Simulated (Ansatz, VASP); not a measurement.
One calculation of KBr, two programs

The input INCAR:

```
SYSTEM = KBr
PREC = Accurate
ENCUT = 520
EDIFF = 1E-6
ISMEAR = 0
SIGMA = 0.05
LREAL = .FALSE.
LASPH = .TRUE.
NELM = 60
ALGO = Normal
ISIF = 2
LWAVE = .FALSE.
LCHARG = .FALSE.
GGA = PE
NBANDS = 15
```

File KPOINTS:

```
regular mesh
0
G
  6 6 6
  0 0 0
```

File POSCAR:

```
KBr
1.0
    0.0000000000      3.5559000000      3.0291000000
    3.5559000000      0.0000000000      3.0291000000
    3.5559000000      3.5559000000      0.0000000000
K Br
1 1
Direct
    0.0000000000      0.0000000000      0.0000000000
    0.5000000000      0.5000000000      0.5000000000
```

Input for Ansatz:

```yaml
crystal:
  lattice:
    - [0.0, 3.5559, 3.0291]
    - [3.5559, 0.0, 3.0291]
    - [3.5559, 3.5559, 0.0]
  atoms:
    - { symbol: K, position: [0.0, 0.0, 0.0] }
    - { symbol: Br, position: [0.5, 0.5, 0.5] }
basis:
  ecutwfc: 420
kpoints:
  mp_grid: { grid: [6, 6, 6] }
hamiltonian:
  xc: pbe
scf:
  occupations: { method: gaussian, width: 0.05 }
output:
  forces: true
  stress: true
  eigenvalues: true
```

Change from the starting cell: strain +0.080 along x and y, -0.080 along z, atoms carried along.

Alike in both runs: task single point; functional PBE; k mesh 6 × 6 × 6; occupations gaussian, width 0.05 eV; no spin polarisation.

```csv
,VASP,Ansatz
version,VASP 6.6.1,Ansatz 0.2.0
potentials or method,"VASP PAW PBE potentials, release 64 (K_sv, Br), cutoff 520 eV","scalar-relativistic, plane waves, PAW"
valence electrons in the cell,16,16
```

```csv
,VASP,Ansatz,Ansatz less VASP
gap on the k mesh at the Fermi level (eV),4.17,4.17,+0.002
least direct gap on the mesh (eV),4.17,4.17,+0.002
pressure (GPa),1.0,0.9,-0.04
"traceless stress, the component that is largest in VASP (GPa)",3.85,3.79,-0.061
```
